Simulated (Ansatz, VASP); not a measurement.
**V: VASP beside Ansatz**

The input INCAR:

```
ALGO = Normal ; EDIFF = 1E-6
ENCUT = 520 ; GGA = CA
ISIF = 2 ; ISMEAR = 0
ISPIN = 2 ; LASPH = T
LCHARG = F ; LMAXMIX = 4
LORBIT = 11 ; LREAL = F
LWAVE = F ; MAGMOM = 0.51
NBANDS = 16 ; NELM = 150
PREC = Accurate ; SIGMA = 0.1
```

Contents of KPOINTS:

```
k-points
0
Gamma
  6 6 6
```

The input POSCAR:

```
V
1.0
   -1.5130000000      1.5130000000      1.5130000000
    1.5130000000     -1.5130000000      1.5130000000
    1.5130000000      1.5130000000     -1.5130000000
V
1
Direct
    0.0000000000      0.0000000000      0.0000000000
```

Input for Ansatz:

```yaml
crystal:
  lattice:
    - [-1.513, 1.513, 1.513]
    - [1.513, -1.513, 1.513]
    - [1.513, 1.513, -1.513]
  atoms:
    - { symbol: V, position: [0.0, 0.0, 0.0], spin: 0.51 }
basis:
  ecutwfc: 420
kpoints:
  mp_grid: { grid: [6, 6, 6] }
hamiltonian:
  xc: lda
scf:
  occupations: { method: gaussian, width: 0.1 }
  lower_state_search: "off"
output:
  forces: true
  stress: true
  eigenvalues: true
  populations: true
magnetization:
  spin_polarized: true
```

Alike in both runs: task single point; functional LDA; k mesh 6 × 6 × 6; occupations gaussian, width 0.1 eV; collinear spin.

|  | VASP | Ansatz |
| --- | --- | --- |
| version | VASP 6.6.1 | Ansatz 0.2.0 |
| potentials or method | VASP PAW LDA potentials, release 64 (V_sv), cutoff 520 eV | scalar-relativistic, plane waves, PAW |
| valence electrons in the cell | 13 | 13 |

Ansatz gave:

| Property | Result |
| --- | --- |
| gap on the k mesh at the Fermi level (eV) | none |
| pressure (GPa) | -16.2 |
| net moment per atom (μB) | 0.58 |
| size of the moment on the site where the two differ most (μB) | 0.43 |

What did VASP give for the same quantities?

gap on the k mesh at the Fermi level (eV): none; pressure (GPa): -15.8; net moment per atom (μB): 0.56; size of the moment on the site where the two differ most (μB): 0.44.

LDA's correlation is that of Perdew and Zunger in VASP and of Perdew and Wang (1992) in Ansatz. Site moments also hang on the region over which each program counts them. A gap of «none» marks a metal or a gap that the smearing closes.

The k mesh is coarse, so the values compare programs but aren't converged.
